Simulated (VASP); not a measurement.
# Sr2Nb2In (C2/c) in VASP: single point with PBE

Aim: the single point of Sr2Nb2In with PBE.

Program: VASP 6.6.1. These are calculated values, not measurements. Logs are shortened: lines on timing, memory, paths and dates and some standing lists are left out, and cuts for length are marked.

## (1) The cell of the first run

The structure is monoclinic, space group C2/c (No. 15). Conventional cell: a = 9.925 Å, b = 6.580 Å, c = 9.394 Å, α = 90.00°, β = 103.73°, γ = 90.00°. Within 4.4 Å of Sr (site symmetry 1) lie 7 Nb at 3.28 to 4.34 Å and 5 Sr at 3.58 to 4.32 Å and 4 In at 3.61 to 3.88 Å. Within 2.9 Å of Nb (site symmetry 1) lie 1 Nb at 2.19 Å. Within 4.1 Å of In (site symmetry 2) lie 4 Nb at 3.13 to 3.19 Å and 8 Sr at 3.61 to 3.88 Å.

## (2) Single point, PBE

INCAR reads:

```
ALGO     = Normal         # electronic algorithm
EDIFF    = 1E-7           # SCF threshold, eV
ENCUT    = 520            # plane-wave cutoff, eV
GGA      = PE             # functional
ISIF     = 2              # what is computed and relaxed
ISMEAR   = -1             # smearing method
LASPH    = T              # aspherical terms in the spheres
LCHARG   = F              # write CHGCAR
LREAL    = F              # projectors in reciprocal space
LWAVE    = F              # write WAVECAR
NBANDS   = 70             # bands
NELM     = 80             # most SCF steps
PREC     = Accurate       # precision mode
SIGMA    = 0.1            # smearing width, eV
```

KPOINTS reads:

```
k-points
0
Gamma
  4 4 3
```

POSCAR reads:

```
Sr2Nb2In
1.0
    0.0000000000      6.5800836099      0.0000000000
    4.9615224850     -3.2900418049     -0.1098266646
    2.0277594749      0.0000000000     -9.1728321110
Sr Nb In
4 4 2
Direct
    0.5220606648      0.7478100757      0.6416693367
    0.7742505891      0.2521899243      0.8583306633
    0.4779393352      0.2521899243      0.3583306633
    0.2257494109      0.7478100757      0.1416693367
    0.3085378440      0.3531324991      0.9857507169
   -0.0445946551      0.6468675009      0.5142492831
    0.6914621560      0.6468675009      0.0142492831
    1.0445946551      0.3531324991      0.4857507169
    0.1316843791      0.0000000000      0.7500000000
    0.8683156209      0.0000000000      0.2500000000
```

Potentials or basis: VASP PAW PBE potentials, release 64 (Sr_sv, Nb_sv, In_d).

Command:

```
$ cat potpaw_PBE.64/Sr_sv/POTCAR potpaw_PBE.64/Nb_sv/POTCAR potpaw_PBE.64/In_d/POTCAR > POTCAR
$ mpirun -np 1 vasp_std > vasp.out
```

OUTCAR:

```text
EDIFF = 1E-7
   ENCUT = 520
   GGA = PE
   ISIF = 2
   ISMEAR = -1
   LASPH = T
   LREAL = F
   NELM = 80
   PREC = Accurate

 ion  position               nearest neighbor table
   1  0.522  0.748  0.642-   8 3.28   8 3.34   5 3.36   6 3.48   2 3.58   9 3.61   9 3.65   6 3.67
                             7 3.71   3 3.74   9 3.84  10 3.88   3 4.25   2 4.32   2 4.32   4 5.09
   2  0.774  0.252  0.858-   7 3.28   7 3.34   6 3.36   5 3.48   1 3.58   9 3.61   9 3.65   5 3.67
                             8 3.71   4 3.74   9 3.84  10 3.88   4 4.25   1 4.32   1 4.32   3 5.09
   3  0.478  0.252  0.358-   6 3.28   6 3.34   7 3.36   8 3.48   4 3.58  10 3.61  10 3.65   8 3.67
                             5 3.71   1 3.74  10 3.84   9 3.88   1 4.25   4 4.32   4 4.32   2 5.09
   4  0.226  0.748  0.142-   5 3.28   5 3.34   8 3.36   7 3.48   3 3.58  10 3.61  10 3.65   7 3.67
                             6 3.71   2 3.74  10 3.84   9 3.88   2 4.25   3 4.32   3 4.32   1 5.09
   5  0.309  0.353  0.986-   7 2.19   9 3.13  10 3.19   4 3.28   4 3.34   1 3.36   2 3.48   2 3.67
                             3 3.71
   6  0.955  0.647  0.514-   8 2.19   9 3.13  10 3.19   3 3.28   3 3.34   2 3.36   1 3.48   1 3.67
                             4 3.71
   7  0.691  0.647  0.014-   5 2.19  10 3.13   9 3.19   2 3.28   2 3.34   3 3.36   4 3.48   4 3.67
                             1 3.71
   8  0.045  0.353  0.486-   6 2.19  10 3.13   9 3.19   1 3.28   1 3.34   4 3.36   3 3.48   3 3.67
                             2 3.71
   9  0.132  0.000  0.750-   6 3.13   5 3.13   8 3.19   7 3.19   2 3.61   1 3.61   2 3.65   1 3.65
                             1 3.84   2 3.84   4 3.88   3 3.88
  10  0.868  0.000  0.250-   8 3.13   7 3.13   6 3.19   5 3.19   4 3.61   3 3.61   4 3.65   3 3.65
                             3 3.84   4 3.84   2 3.88   1 3.88

  LATTYP: Found a base centered monoclinic cell.
 ALAT       =     9.9254757600
 B/A-ratio  =     0.6629489376
 C/A-ratio  =     0.9464824438
 COS(beta)  =    -0.2374059502

  Lattice vectors:

 A1 = (  -4.9615224850,  -3.2900418050,   0.1098266646)
 A2 = (  -4.9615224850,   3.2900418049,   0.1098266646)
 A3 = (   2.0277594749,   0.0000000000,  -9.1728321110)

Analysis of symmetry for initial positions (statically):
=====================================================================
 Subroutine PRICEL returns:
 Original cell was already a primitive cell.

 Routine SETGRP: Setting up the symmetry group for a
 base centered monoclinic supercell.

 Subroutine GETGRP returns: Found  4 space group operations
 (whereof  2 operations were pure point group operations)
 out of a pool of  4 trial point group operations.

The static configuration has the point symmetry S_2 .
 The point group associated with its full space group is C_2h.

Analysis of symmetry for dynamics (positions and initial velocities):
=====================================================================
 Subroutine PRICEL returns:
 Original cell was already a primitive cell.

 Routine SETGRP: Setting up the symmetry group for a
 base centered monoclinic supercell.

 Subroutine GETGRP returns: Found  4 space group operations
 (whereof  2 operations were pure point group operations)
 out of a pool of  4 trial point group operations.

The dynamic configuration has the point symmetry S_2 .
 The point group associated with its full space group is C_2h.

 Subroutine INISYM returns: Found  4 space group operations
 (whereof  2 operations are pure point group operations),
 and found     1 'primitive' translations

----------------------------------------------------------------------------------------

                                     Primitive cell

  volume of cell :     298.0022

  direct lattice vectors                    reciprocal lattice vectors
     0.000000000  6.580083610  0.000000000     0.101271073  0.151973753  0.022387129
     4.961522485 -3.290041805 -0.109826665     0.202542145  0.000000000  0.044774258
     2.027759475  0.000000000 -9.172832111    -0.002425045  0.000000000 -0.109553668

  length of vectors
     6.580083610  5.954254138  9.394288553     0.183991943  0.207432049  0.109580505

  position of ions in fractional coordinates (direct lattice)
     0.522060665  0.747810076  0.641669337
     0.774250589  0.252189924  0.858330663
     0.477939335  0.252189924  0.358330663
     0.225749411  0.747810076  0.141669337
     0.308537844  0.353132499  0.985750717
     0.955405345  0.646867501  0.514249283
     0.691462156  0.646867501  0.014249283
     0.044594655  0.353132499  0.485750717
     0.131684379  0.000000000  0.750000000
     0.868315621  0.000000000  0.250000000

  ion indices of the primitive-cell ions
   primitive index   ion index
                 1           1
                 2           2
                 3           3
                 4           4
                 5           5
                 6           6
                 7           7
                 8           8
                 9           9
                10          10

----------------------------------------------------------------------------------------

 KPOINTS: k-points

Automatic generation of k-mesh.
 Grid dimensions read from file:
 generate k-points for:    4    4    3

 Generating k-lattice:

  Cartesian coordinates                     Fractional coordinates (reciprocal lattice)
     0.025317768  0.037993438  0.005596782     0.250000000 -0.000000000  0.000000000
     0.050635536  0.000000000  0.011193565     0.000000000  0.250000000  0.000000000
    -0.000808348  0.000000000 -0.036517889     0.000000000  0.000000000  0.333333333

  Length of vectors
     0.045997986  0.051858012  0.036526835

  Shift w.r.t. Gamma in fractional coordinates (k-lattice)
     0.000000000  0.000000000  0.000000000

 Subroutine IBZKPT returns following result:
 ===========================================

 Found     17 irreducible k-points:

 Following reciprocal coordinates:
            Coordinates               Weight
  0.000000  0.000000  0.000000      1.000000
  0.250000 -0.000000  0.000000      4.000000
  0.500000 -0.000000  0.000000      2.000000
  0.000000  0.250000 -0.000000      2.000000
  0.250000  0.250000  0.000000      4.000000
  0.500000  0.250000 -0.000000      2.000000
[... 9 lines left out ...]
  0.250000  0.500000  0.333333      4.000000
  0.000000 -0.250000  0.333333      2.000000
   k-points           NKPTS =     17   k-points in BZ     NKDIM =     17   number of bands    NBANDS=     70
   number of dos      NEDOS =    301   number of ions     NIONS =     10
   total plane-waves  NPLWV = 168000
   dimension x,y,z NGX =    50 NGY =   48 NGZ =   70
   dimension x,y,z NGXF=   100 NGYF=   96 NGZF=  140
   ions per type =               4   4   2
   NGX,Y,Z   is equivalent  to a cutoff of  12.63, 13.40, 12.39 a.u.
   NGXF,Y,Z  is equivalent  to a cutoff of  25.27, 26.80, 24.78 a.u.
 SYSTEM =  unknown system
   PREC   = accura    normal or accurate (medium, high low for compatibility)
   ISTART =      0    job   : 0-new  1-cont  2-samecut
   ICHARG =      2    charge: 1-file 2-atom 10-const
   ISPIN  =      1    spin polarized calculation?
   LNONCOLLINEAR =      F non collinear calculations
   LSORBIT =      F    spin-orbit coupling
   LASPH  =      T    aspherical Exc in radial PAW
   ENCUT  =  520.0 eV  38.22 Ry    6.18 a.u.  12.23 11.07 17.47*2*pi/ulx,y,z
   NELM   =     80;   NELMIN=  2; NELMDL= -5     # of ELM steps
   EDIFF  = 0.1E-06   stopping-criterion for ELM
   LREAL  =      F    real-space projection
   EDIFFG = 0.1E-05   stopping-criterion for IOM
   NSW    =      0    number of steps for IOM
   IBRION =     -1    ionic relax: 0-MD 1-quasi-New 2-CG
   NFREE  =      0    steps in history (QN), initial steepest desc. (CG)
   ISIF   =      2    stress and relaxation
   ISYM   =      2    0-nonsym 1-usesym 2-fastsym
   POTIM  = 0.5000    time-step for ionic-motion
   TEBEG  =    0.0;   TEEND  =   0.0 temperature during run
   PSTRESS=    0.0 pullay stress
   NELECT =     118.0000    total number of electrons
   NUPDOWN=      -1.0000    fix difference up-down
   EMIN   =  10.00;   EMAX   =-10.00  energy-range for DOS
   EFERMI =   0.00;   METHOD = LEGACY
   ISMEAR =    -1;   SIGMA  =   0.10  broadening in eV -4-tet -1-fermi 0-gaus
   EFERMI_NEDOS =   21; number of points for ismear=-14 and -15
   IALGO  =     38    algorithm
   IMIX   =      4    mixing-type and parameters
     AMIX     =   0.40;   BMIX     =  1.00
     AMIX_MAG =   1.60;   BMIX_MAG =  1.00
  volume/ion in A,a.u.               =      29.80       201.10
  Fermi-wavevector in a.u.,A,eV,Ry     =   1.202160  2.271753 19.662992  1.445189
  Thomas-Fermi vector in A             =   2.337949
   LORBIT       =      0    0 simple, 1 ext, 2 COOP (PROOUT), +10 PAW based schemes
   GGA     = PE    functional components
[... 5 lines left out ...]
 non-spin polarized calculation
  energy-cutoff  :      520.00
  volume of cell :      298.00
 maximum number of plane-waves:      8052
 NGX is ok and might be reduce to    50
   NGX = 25   NGY = 23   NGZ = 35

 number of electron     118.0000001 magnetization

 Free energy of the ion-electron system (eV)
  ---------------------------------------------------
  ext. energy  EPLUGINS =         0.00000000
  ---------------------------------------------------
  free energy    TOTEN  =       -47.49334118 eV

  energy without entropy =      -47.21318174  energy(sigma->0) =      -47.35326146

 E-fermi :   5.0568     XC(G=0):  -9.5845

 val. band max:        5.0556007950   @ k =   0.0000  -0.2500   0.3333
 cond. band min:       5.0632933135   @ k =   0.2500   0.2500   0.0000
 fundamental gap:      0.0076925185
 Fermi energy:         5.0568499735

 k-point     1 :       0.0000    0.0000    0.0000
  band No.  band energies     occupation
      1     -49.6937      2.00000
      2     -49.6937      2.00000
      3     -48.9742      2.00000
      4     -48.9742      2.00000
      5     -30.3217      2.00000
      6     -30.3063      2.00000
[... 62 lines left out ...]
     69       6.4575      0.00000
     70       7.0899      0.00000
[... 1166 lines left out ...]
     69       6.7037      0.00000
     70       6.7905      0.00000

------------------------ aborting loop because EDIFF is reached ----------------------------------------

  FORCE on cell =-STRESS in cart. coord.  units (eV):
  Direction    XX          YY          ZZ          XY          YZ          ZX
  --------------------------------------------------------------------------------------
  -------------------------------------------------------------------------------------
  Total        0.0801587      0.0982250      0.0052309      0.0000000     -0.0000000     -0.0291248
  in kB        0.4309647      0.5280966      0.0281231      0.0000000     -0.0000000     -0.1565866
  external PRESSURE =       0.3290615 kB  Pullay stress =       0.0000000 kB

 VOLUME and BASIS-vectors are now :
 -----------------------------------------------------------------------------
  energy-cutoff  :      520.00
  volume of cell :      298.00
      direct lattice vectors                 reciprocal lattice vectors
     0.000000000  6.580083610  0.000000000     0.101271073  0.151973753  0.022387129
     4.961522485 -3.290041805 -0.109826665     0.202542145  0.000000000  0.044774258
     2.027759475  0.000000000 -9.172832111    -0.002425045  0.000000000 -0.109553668

 POSITION                                       TOTAL-FORCE (eV/Angst)
 -----------------------------------------------------------------------------------
      5.01143      0.97488     -5.96805         0.001185      0.001255     -0.000527
      2.99173      4.26492     -7.90102        -0.001185      0.001255      0.000527
      1.97785      2.31517     -3.31460        -0.001185     -0.001255      0.000527
      3.99755     -0.97488     -1.38164         0.001185     -0.001255     -0.000527
      3.75094      0.86838     -9.08091        -0.026732     -0.026431      0.000324
      4.25222      4.15843     -4.78817         0.026732     -0.026431     -0.000324
      3.23834      2.42166     -0.20175         0.026732      0.026431     -0.000324
      2.73706     -0.86838     -4.49449        -0.026732      0.026431      0.000324
      1.52082      0.86649     -6.87962        -0.000000     -0.005903     -0.000000
      0.50694      5.71359     -2.29321        -0.000000      0.005903     -0.000000
 -----------------------------------------------------------------------------------
    total drift:                               -0.000000      0.000000     -0.000000

  FREE ENERGIE OF THE ION-ELECTRON SYSTEM (eV)
  ---------------------------------------------------
  free  energy   TOTEN  =       -47.4933411751 eV

  energy  without entropy=      -47.2131817405  energy(sigma->0) =      -47.35326146
```

Run time: 18 min. Hardware: 1 thread of AMD EPYC 7R13, shared host; peak memory 0.57 GiB.

What came out:

```yaml
Free_energy: -47.4933 eV
Pressure: 0.0 GPa
Largest_force: 0.038 eV/Å
Band_gap_on_the_k_mesh: zero (bands 59 and 60 overlap by 0.08 eV)
```

Forces on the atoms (eV/Å):
```
Sr   0.001  0.001 -0.001
Sr  -0.001  0.001  0.001
Sr  -0.001 -0.001  0.001
Sr   0.001 -0.001 -0.001
Nb  -0.027 -0.026  0.000
Nb   0.027 -0.026  0.000
Nb   0.027  0.026  0.000
Nb  -0.027  0.026  0.000
In   0.000 -0.006  0.000
In   0.000  0.006  0.000
```

Levels at points of the mesh, in eV from the Fermi level:
| k point | band 56 | band 57 | band 58 | band 59 | band 60 | band 61 | band 62 | band 63 |
| --- | --- | --- | --- | --- | --- | --- | --- | --- |
| (0.00, 0.00, 0.00) | -0.89 | -0.57 | -0.24 | -0.10 | 0.37 | 0.41 | 0.55 | 0.79 |
| (0.50, 0.00, 0.00) | -0.55 | -0.33 | -0.31 | -0.04 | -0.02 | 0.19 | 0.46 | 0.54 |
| (0.00, 0.50, 0.00) | -0.87 | -0.61 | -0.57 | -0.38 | 0.00 | 0.03 | 0.58 | 0.70 |

Caveat: spin-orbit coupling is left out, which moves the levels of the heavy elements.
